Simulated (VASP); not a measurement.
Crystal: AlGa3P4.

```
CELL_PARAMETERS angstrom
3.67228 0.00000 0.00000
0.00000 3.67228 5.19338
0.00000 -3.67228 5.19338
ATOMIC_POSITIONS crystal
Al 0.00000 0.00000 0.00000
Ga 0.50000 0.00000 0.50000
Ga 0.50000 0.50000 0.00000
Ga 0.00000 0.50000 0.50000
P 0.50000 0.12500 0.12500
P 0.00000 0.12500 0.62500
P 0.00000 0.62500 0.12500
P 0.50000 0.62500 0.62500
```

```yaml
Program: VASP 6.6.1
Task: relaxation of cell and atoms
Functional: PBE
Potentials_or_basis: VASP PAW PBE potentials, release 64 (Al, Ga_d, P)
Cutoff: 600 eV
k_mesh: 6 × 4 × 4
Occupations: fermi-dirac, width 0.02 eV
Spin: no spin polarisation
```

At the start: pressure 20.0 GPa; volume 17.51 Å³/atom.

**Question.** Where does the relaxation end?

**Answer.** Over 10 steps the energy falls by 180.0 meV/atom and the volume is 20.87 Å³/atom (+19.2 %); space group Amm2 (No. 38, to 0.1 Å) before and after.

Step by step:
```
step  energy change (eV)  largest force (eV/Å)  pressure (GPa)  volume (Å³)
   1              0.0000                0.0498           20.00       140.07
   2             -0.8633                0.1074           -7.38       189.21
   3             -1.4392                0.0738           -0.14       167.10
   4             -1.4390                0.0733            0.16       166.53
   5             -1.4395                0.0296            0.18       166.54
   6             -1.4396                0.0070            0.18       166.55
   7             -1.4398                0.0030           -0.08       167.14
   8             -1.4398                0.0045            0.06       166.96
   9             -1.4398                0.0026           -0.06       167.04
  10             -1.4398                0.0036           -0.01       167.00
```

Final structure:
```cif
data_structure
_symmetry_space_group_name_H-M 'P 1'
_symmetry_Int_Tables_number 1
_cell_length_a 3.8963
_cell_length_b 6.7415
_cell_length_c 6.7415
_cell_angle_alpha 70.573
_cell_angle_beta 90.000
_cell_angle_gamma 90.000
_cell_volume 167.00
loop_
_atom_site_label
_atom_site_type_symbol
_atom_site_fract_x
_atom_site_fract_y
_atom_site_fract_z
_atom_site_occupancy
Al1 Al 0.00000 0.00020 0.00020 1
Ga1 Ga 0.50000 0.00018 0.49984 1
Ga2 Ga 0.50000 0.49984 0.00018 1
Ga3 Ga 0.00000 0.49990 0.49990 1
P1 P 0.50000 0.12435 0.12435 1
P2 P 0.00000 0.12471 0.62585 1
P3 P 0.00000 0.62585 0.12471 1
P4 P 0.50000 0.62498 0.62498 1
```

Caveat: the volume moved by over 15 % at a fixed basis, so the end points are rough.
